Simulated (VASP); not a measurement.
The system is Cu.

```xyz
2
Lattice="2.5341 0.0000 0.0000 -1.2670 2.1946 0.0000 0.0000 0.0000 4.1126" Properties=species:S:1:pos:R:3 pbc="T T T"
Cu    0.0000    1.4631    1.0281
Cu    1.2670    0.7315    3.0844
```

Base run:

```yaml
Program: VASP 6.6.1
Functional: PBE
Potentials_or_basis: VASP PAW PBE potentials, release 64 (Cu)
Cutoff: 600 eV
k_mesh: 10 × 10 × 6
Occupations: fermi-dirac, width 0.1 eV
Spin: no spin polarisation
```

Its results: band gap on the k mesh zero (band 11 reaches 11.10 eV, above the bottom of band 12 at 5.99 eV); pressure 8.3 GPa.

Question: The run is repeated on the same cell with these changes: k mesh from 10 × 10 × 6 to 3 × 3 × 2. What comes out?

Answer: Band gap on the k mesh zero (band 11 reaches 12.08 eV, above the bottom of band 12 at 5.94 eV); pressure 6.9 GPa.

Caveats: some runs use coarse meshes.
